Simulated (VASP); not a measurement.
# Ge (Fd-3m) in VASP: notebook

Ge is run at these levels: PBEsol; tasks: single point.

Program: VASP 6.6.1. These are calculated values, not measurements. Logs are shortened: lines on timing, memory, paths and dates and some standing lists are left out, and cuts for length are marked.

**1. The cell of the first run**

Symmetry: Fd-3m, No. 227, cubic system. Conventional cell: a = 5.650 Å, b = 5.650 Å, c = 5.650 Å, α = 90.00°, β = 90.00°, γ = 90.00°. Ge (site symmetry -43m) has 4 Ge at 2.45 Å within 3.2 Å.

**2. Single point, PBEsol**

Contents of INCAR:

```
ALGO     = Normal         # electronic algorithm
EDIFF    = 1E-7           # SCF threshold, eV
ENCUT    = 520            # plane-wave cutoff, eV
GGA      = PS             # functional
ISIF     = 2              # what is computed and relaxed
ISMEAR   = 0              # smearing method
LASPH    = True           # aspherical terms in the spheres
LCHARG   = False          # write CHGCAR
LREAL    = False          # projectors in reciprocal space
LWAVE    = False          # write WAVECAR
NBANDS   = 21             # bands
NELM     = 80             # most SCF steps
PREC     = Accurate       # precision mode
SIGMA    = 0.1            # smearing width, eV
```

Contents of KPOINTS:

```
k-points
0
Gamma
  12 12 12
```

Contents of POSCAR:

```
Ge
1.0
    0.0000000000      2.8249366673      2.8249366673
    2.8249366673      0.0000000000      2.8249366673
    2.8249366673      2.8249366673      0.0000000000
Ge
2
Direct
    0.5000000000      0.5000000000      0.5000000000
    0.7500000000      0.7500000000      0.7500000000
```

Potentials or basis: VASP PAW PBE potentials, release 64 (Ge_d).

Run with:

```
> cat potpaw_PBE.64/Ge_d/POTCAR > POTCAR
> mpirun -np 1 vasp_std > vasp.out
```

OUTCAR:

```text
EDIFF = 1E-7
   ENCUT = 520
   GGA = PS
   ISIF = 2
   ISMEAR = 0
   LASPH = True
   LREAL = False
   NELM = 80
   PREC = Accurate

 ion  position               nearest neighbor table
   1  0.500  0.500  0.500-   2 2.45   2 2.45   2 2.45   2 2.45
   2  0.750  0.750  0.750-   1 2.45   1 2.45   1 2.45   1 2.45

  LATTYP: Found a face centered cubic cell.
 ALAT       =     5.6498733346

  Lattice vectors:

 A1 = (   0.0000000000,   2.8249366673,   2.8249366673)
 A2 = (   2.8249366673,   0.0000000000,   2.8249366673)
 A3 = (   2.8249366673,   2.8249366673,   0.0000000000)

Analysis of symmetry for initial positions (statically):
=====================================================================
 Subroutine PRICEL returns:
 Original cell was already a primitive cell.

 Routine SETGRP: Setting up the symmetry group for a
 face centered cubic supercell.

 Subroutine GETGRP returns: Found 48 space group operations
 (whereof 24 operations were pure point group operations)
 out of a pool of 48 trial point group operations.

The static configuration has the point symmetry T_d .
 The point group associated with its full space group is O_h .

Analysis of symmetry for dynamics (positions and initial velocities):
=====================================================================
 Subroutine PRICEL returns:
 Original cell was already a primitive cell.

 Routine SETGRP: Setting up the symmetry group for a
 face centered cubic supercell.

 Subroutine GETGRP returns: Found 48 space group operations
 (whereof 24 operations were pure point group operations)
 out of a pool of 48 trial point group operations.

The dynamic configuration has the point symmetry T_d .
 The point group associated with its full space group is O_h .

 Subroutine INISYM returns: Found 48 space group operations
 (whereof 24 operations are pure point group operations),
 and found     1 'primitive' translations

----------------------------------------------------------------------------------------

                                     Primitive cell

  volume of cell :      45.0875

  direct lattice vectors                    reciprocal lattice vectors
     0.000000000  2.824936667  2.824936667    -0.176995118  0.176995118  0.176995118
     2.824936667  0.000000000  2.824936667     0.176995118 -0.176995118  0.176995118
     2.824936667  2.824936667  0.000000000     0.176995118  0.176995118 -0.176995118

  length of vectors
     3.995063748  3.995063748  3.995063748     0.306564538  0.306564538  0.306564538

[... 79 lines left out ...]
   NELM   =     80;   NELMIN=  2; NELMDL= -5     # of ELM steps
   EDIFF  = 0.1E-06   stopping-criterion for ELM
   LREAL  =      F    real-space projection
   EDIFFG = 0.1E-05   stopping-criterion for IOM
   NSW    =      0    number of steps for IOM
   IBRION =     -1    ionic relax: 0-MD 1-quasi-New 2-CG
   NFREE  =      0    steps in history (QN), initial steepest desc. (CG)
   ISIF   =      2    stress and relaxation
   ISYM   =      2    0-nonsym 1-usesym 2-fastsym
   POTIM  = 0.5000    time-step for ionic-motion
   TEBEG  =    0.0;   TEEND  =   0.0 temperature during run
   PSTRESS=    0.0 pullay stress
   NELECT =      28.0000    total number of electrons
   NUPDOWN=      -1.0000    fix difference up-down
   EMIN   =  10.00;   EMAX   =-10.00  energy-range for DOS
   EFERMI =   0.00;   METHOD = LEGACY
   ISMEAR =     0;   SIGMA  =   0.10  broadening in eV -4-tet -1-fermi 0-gaus
   EFERMI_NEDOS =   21; number of points for ismear=-14 and -15
   IALGO  =     38    algorithm
   IMIX   =      4    mixing-type and parameters
     AMIX     =   0.40;   BMIX     =  1.00
     AMIX_MAG =   1.60;   BMIX_MAG =  1.00
  volume/ion in A,a.u.               =      22.54       152.13
  Fermi-wavevector in a.u.,A,eV,Ry     =   1.396718  2.639415 26.542541  1.950822
  Thomas-Fermi vector in A             =   2.520045
   LORBIT       =      0    0 simple, 1 ext, 2 COOP (PROOUT), +10 PAW based schemes
   GGA     = PS    functional components
   LHFCALC =     F    Hartree Fock is set to
   AEXX    =    0.0000 exact exchange contribution
   IVDW    =     0    specifies the selected vdW correction
   LEPSILON=     F    determine dielectric tensor
   LRPA    =     F    only Hartree local field effects (RPA)
 non-spin polarized calculation
 Gauss-broadening in eV      SIGMA  =   0.10
  energy-cutoff  :      520.00
  volume of cell :       45.09
 maximum number of plane-waves:      1243
 NGX is ok and might be reduce to    30
   NGX = 15   NGY = 15   NGZ = 15

 number of electron      28.0000025 magnetization

 Free energy of the ion-electron system (eV)
  ---------------------------------------------------
  ext. energy  EPLUGINS =         0.00000000
  ---------------------------------------------------
  free energy    TOTEN  =        -9.87211128 eV

  energy without entropy =       -9.87190753  energy(sigma->0) =       -9.87200941

 E-fermi :   4.9391     XC(G=0): -10.1487

 val. band max:        4.9340774144   @ k =   0.0000   0.0000   0.0000
 cond. band min:       5.0378570919   @ k =   0.5000   0.0000   0.0000
 fundamental gap:      0.1037796775
 Fermi energy:         4.9390684085

 k-point     1 :       0.0000    0.0000    0.0000
  band No.  band energies     occupation
      1     -19.8669      2.00000
      2     -19.8669      2.00000
      3     -19.8669      2.00000
      4     -19.8299      2.00000
      5     -19.8299      2.00000
      6     -19.6155      2.00000
[... 565 lines left out ...]
     20      14.5503      0.00000
     21      15.1383      0.00000

 [... further k-points ...]

------------------------ aborting loop because EDIFF is reached ----------------------------------------

  FORCE on cell =-STRESS in cart. coord.  units (eV):
  Direction    XX          YY          ZZ          XY          YZ          ZX
  --------------------------------------------------------------------------------------
  -------------------------------------------------------------------------------------
  Total        0.2379485      0.2379485      0.2379485      0.0000000      0.0000000     -0.0000000
  in kB        8.4554635      8.4554635      8.4554635      0.0000000      0.0000000     -0.0000000
  external PRESSURE =       8.4554635 kB  Pullay stress =       0.0000000 kB

 VOLUME and BASIS-vectors are now :
 -----------------------------------------------------------------------------
  energy-cutoff  :      520.00
  volume of cell :       45.09
      direct lattice vectors                 reciprocal lattice vectors
     0.000000000  2.824936667  2.824936667    -0.176995118  0.176995118  0.176995118
     2.824936667  0.000000000  2.824936667     0.176995118 -0.176995118  0.176995118
     2.824936667  2.824936667  0.000000000     0.176995118  0.176995118 -0.176995118

 POSITION                                       TOTAL-FORCE (eV/Angst)
 -----------------------------------------------------------------------------------
      2.82494      2.82494      2.82494         0.000000      0.000000      0.000000
      4.23741      4.23741      4.23741        -0.000000     -0.000000     -0.000000
 -----------------------------------------------------------------------------------
    total drift:                                0.000000     -0.000000     -0.000000

  FREE ENERGIE OF THE ION-ELECTRON SYSTEM (eV)
  ---------------------------------------------------
  free  energy   TOTEN  =        -9.8721112833 eV

  energy  without entropy=       -9.8719075289  energy(sigma->0) =       -9.87200941
```

OSZICAR:

```text
N       E                     dE             d eps       ncg     rms          rms(c)
DAV:   1     0.192151658189E+03    0.19215E+03   -0.14678E+04  3357   0.365E+03
DAV:   2     0.180430465722E+02   -0.17411E+03   -0.16882E+03  3044   0.614E+02
DAV:   3    -0.909702131175E+01   -0.27140E+02   -0.26971E+02  3474   0.143E+02
DAV:   4    -0.100111566615E+02   -0.91414E+00   -0.91371E+00  3409   0.312E+01
DAV:   5    -0.100261545704E+02   -0.14998E-01   -0.14998E-01  3439   0.441E+00    0.328E+00
DAV:   6    -0.992112262231E+01    0.10503E+00   -0.36422E-02  4048   0.226E+00    0.187E+00
DAV:   7    -0.987098545345E+01    0.50137E-01   -0.59544E-02  3272   0.243E+00    0.158E-01
DAV:   8    -0.987200151657E+01   -0.10161E-02   -0.68296E-03  3440   0.115E+00    0.502E-02
DAV:   9    -0.987209432874E+01   -0.92812E-04   -0.23207E-04  3610   0.221E-01    0.119E-02
DAV:  10    -0.987211071940E+01   -0.16391E-04   -0.21684E-05  3882   0.380E-02    0.545E-03
DAV:  11    -0.987211172354E+01   -0.10041E-05   -0.56312E-06  4100   0.395E-02    0.160E-03
DAV:  12    -0.987211130877E+01    0.41477E-06   -0.98094E-07  4122   0.196E-02    0.272E-04
DAV:  13    -0.987211128329E+01    0.25480E-07   -0.17926E-08  2125   0.145E-03
   1 F= -.98721113E+01 E0= -.98720094E+01  d E =-.203754E-03
```

stdout:

```text
POSCAR found type information on POSCAR Ge
 POSCAR found :  1 types and       2 ions
 scaLAPACK will be used
 -----------------------------------------------------------------------------
|                                                                             |
|                                                                             |
|     You enforced a specific xc type in the INCAR file but a different       |
|     I HOPE YOU KNOW WHAT YOU ARE DOING!                                     |
|                                                                             |
 -----------------------------------------------------------------------------

 LDA part: xc-table for (Slater+PW92), standard interpolation
 POSCAR, INCAR and KPOINTS ok, starting setup
 FFT: planning ... GRIDC
 FFT: planning ... GRID_SOFT
 FFT: planning ... GRID
 WAVECAR not read
 entering main loop
```

Wall time 56 s (1 thread of Intel Xeon 6975P-C, shared host); peak memory 0.2 GiB.

Results:

```yaml
Free_energy: -9.8721 eV
Pressure: 0.8 GPa
```

Levels at points of the mesh, in eV from the Fermi level:
```csv
k point,band 10,band 11,band 12,band 13,band 14,band 15,band 16,band 17,band 18,band 19
"(0.00, 0.00, 0.00)",-24.54,-12.87,-0.04,-0.04,-0.04,0.00,2.50,2.50,2.50,6.19
"(0.50, 0.00, 0.00)",-24.51,-10.76,-7.68,-1.45,-1.45,0.10,3.68,3.68,6.93,10.42
"(0.50, 0.50, 0.00)",-24.50,-8.95,-8.95,-3.14,-3.14,0.62,0.62,9.49,9.49,11.52
```

Caveat: the PAW data sets were made with another functional, which shifts forces and pressure a little.

**3. Single point, PBEsol**

This run uses another cell than the first one, of 23.18 Å³/atom, 1.028 times its volume.

Contents of INCAR:

```
ALGO = Normal
EDIFF = 1E-6
ENCUT = 520
GGA = PS
ISIF = 2
ISMEAR = 0
LASPH = T
LCHARG = T
LELF = T
LREAL = F
LVHAR = T
LWAVE = F
NBANDS = 21
NELM = 100
PREC = Accurate
SIGMA = 0.1
```

KPOINTS is that of step 2.

Contents of POSCAR:

```
Ge
1.0
    0.0000000000      2.8513998111      2.8513998111
    2.8513998111      0.0000000000      2.8513998111
    2.8513998111      2.8513998111      0.0000000000
Ge
2
Direct
    0.5000000000      0.5000000000      0.5000000000
    0.7500000000      0.7500000000      0.7500000000
```

Potentials or basis: VASP PAW PBE potentials, release 64 (Ge_d).

Run with:

```
> cat potpaw_PBE.64/Ge_d/POTCAR > POTCAR
> mpirun -np 1 vasp_std > vasp.out
```

Wall time 46 s (1 thread of Intel Xeon 6975P-C, shared host); peak memory 0.2 GiB.

It converged, with:

```yaml
Free_energy: -9.8717 eV
Pressure: -1.3 GPa
Band_gap_on_the_k_mesh: zero (filled and empty bands touch)
```

Levels at points of the mesh, in eV from the Fermi level:
```tsv
k point	band 10	band 11	band 12	band 13	band 14	band 15	band 16	band 17	band 18	band 19
(0.00, 0.00, 0.00)	-24.47	-12.61	-0.21	0.01	0.01	0.01	2.53	2.53	2.53	6.17
(0.50, 0.00, 0.00)	-24.45	-10.57	-7.51	-1.36	-1.36	0.06	3.71	3.71	6.96	10.29
(0.50, 0.50, 0.00)	-24.43	-8.80	-8.80	-3.00	-3.00	0.71	0.71	9.31	9.31	11.29
```

Caveat: the PAW data sets were made with another functional, which shifts forces and pressure a little.

**4. Single point, PBEsol**

This run uses another cell than the first one, of 16.30 Å³/atom, 0.723 times its volume.

Contents of INCAR:

```
SYSTEM = Ge
  PREC = Accurate
  ENCUT = 520
  EDIFF = 1E-6
  ISMEAR = 0
  SIGMA = 0.1
  LREAL = .FALSE.
  LASPH = .TRUE.
  NELM = 100
  ALGO = Normal
  ISIF = 2
  LWAVE = .FALSE.
  LCHARG = .TRUE.
  GGA = PS
  LELF = .TRUE.
  LVHAR = .TRUE.
  NBANDS = 21
```

Contents of KPOINTS:

```
Automatic mesh
0
G
  14 14 14
  0 0 0
```

Contents of POSCAR:

```
Ge
1.0
    0.0000000000      2.5353454726      2.5353454726
    2.5353454726      0.0000000000      2.5353454726
    2.5353454726      2.5353454726      0.0000000000
Ge
2
Direct
    0.5000000000      0.5000000000      0.5000000000
    0.7500000000      0.7500000000      0.7500000000
```

Run with:

```
> cat potpaw_PBE.64/Ge_d/POTCAR > POTCAR
> mpirun -np 1 vasp_std > vasp.out
```

Wall time 43 s (1 thread of Intel Xeon 6975P-C, shared host); peak memory 0.19 GiB.

It converged, with:

- Free energy: -8.3805 eV
- Pressure: 50.0 GPa
- Band gap on the k mesh: zero (band 14 reaches 8.71 eV, above the bottom of band 15 at 8.56 eV)

Levels at points of the mesh, in eV from the Fermi level:
| k point | band 11 | band 12 | band 13 | band 14 | band 15 | band 16 | band 17 | band 18 |
| --- | --- | --- | --- | --- | --- | --- | --- | --- |
| (0.00, 0.00, 0.00) | -15.73 | 0.10 | 0.10 | 0.10 | 2.66 | 2.66 | 2.66 | 3.40 |
| (0.50, 0.00, 0.00) | -12.65 | -9.62 | -1.92 | -1.92 | 1.41 | 3.81 | 3.81 | 6.95 |
| (0.50, 0.50, 0.00) | -10.41 | -10.41 | -4.39 | -4.39 | 0.13 | 0.13 | 12.54 | 12.54 |

Caveat: the PAW data sets were made with another functional, which shifts forces and pressure a little.

**5. Overview**

```tsv
cell	k mesh	gap on the mesh (eV)	pressure (GPa)
a = 3.995 Å, angles 60.0°, 2 atoms	12 × 12 × 12	-	0.8
a = 4.032 Å, angles 60.0°, 2 atoms	12 × 12 × 12	none	-1.3
a = 3.586 Å, angles 60.0°, 2 atoms	14 × 14 × 14	none	50.0
```

Alike in all rows: task single point; level PBEsol; potentials or basis VASP PAW PBE potentials, release 64 (Ge_d); no spin polarisation; cutoff (eV) 520; smearing gaussian 0.1 eV.

Caveats: the PAW data sets were made with another functional, which shifts forces and pressure a little.

Total energies depend on the potentials used, so only differences within one code and one set of settings carry meaning.
